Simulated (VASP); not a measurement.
# BeTe: relaxation of cell and atoms with r2SCAN

Crystal: BeTe.

```
CELL_PARAMETERS angstrom
0.00000 2.82841 2.82841
2.82841 0.00000 2.82841
2.82841 2.82841 0.00000
ATOMIC_POSITIONS crystal
Be 0.00000 0.00000 0.00000
Te 0.75000 0.75000 0.75000
```

```json
{"Program": "VASP 6.6.1", "Task": "relaxation of cell and atoms", "Functional": "r2SCAN", "Potentials or basis": "VASP PAW PBE potentials, release 64 (Be, Te)", "Cutoff": "600 eV", "k mesh": "8 × 8 × 8", "Occupations": "gaussian, width 0.01 eV", "Spin": "no spin polarisation", "Target pressure": "4 GPa", "Dipole correction": "no", "Further INCAR settings": "ALGO = Normal; EDIFF = 1e-07; IBRION = 2; EDIFFG = -0.002; NSW = 100; ISIF = 3"}
```

* Relaxed volume: 21.38 Å³/atom
* Relaxed cell: a = 3.925 Å, b = 3.925 Å, c = 3.925 Å, α = 60.00°, β = 60.00°, γ = 60.00°
* Space group after relaxing (to 0.05 Å): F-43m (No. 216)
* Energy change on relaxing (the enthalpy is what falls): +15.6 meV/atom
* Ionic steps: 3
* Pressure after relaxing: 4.0 GPa
* Band gap on the k mesh: 2.22 eV, indirect (least direct gap 3.97 eV)

Step by step:
```tsv
step	energy change (eV)	largest force (eV/Å)	pressure (GPa)	volume (Å³)
1	0.0000	0.0000	0.17	45.25
2	0.0603	0.0000	5.77	41.81
3	0.0312	0.0000	4.00	42.76
```

Final structure:
```
Be Te
1.0
     0.00000    2.77553    2.77553
     2.77553    0.00000    2.77553
     2.77553    2.77553    0.00000
Be Te
1 1
Direct
  0.00000 0.00000 0.00000
  0.75000 0.75000 0.75000
```

Levels at points of the mesh, in eV from the valence-band top:
```csv
k point,band 2,band 3,band 4,band 5,band 6,band 7
"(0.00, 0.00, 0.00)",0.00,0.00,0.00,3.97,3.97,3.97
"(0.50, 0.00, 0.00)",-6.06,-1.25,-1.25,3.67,4.98,4.98
"(0.50, 0.50, 0.00)",-5.59,-2.92,-2.92,2.22,2.92,10.85
```

Run time: 2.3 min on 1 thread of Intel(R) Xeon(R) Platinum 8375C CPU @ 2.90GHz (Ice Lake), on a shared host, peak memory 0.21 GiB.

Caveat: the cell is relaxed towards a set pressure, so the enthalpy falls and the energy may rise; the PAW data sets were made with another functional, which shifts forces and pressure a little; spin-orbit coupling is left out, which moves the levels of the heavy elements. r2SCAN opens gaps a little over a GGA but as a rule still falls short of measured ones.
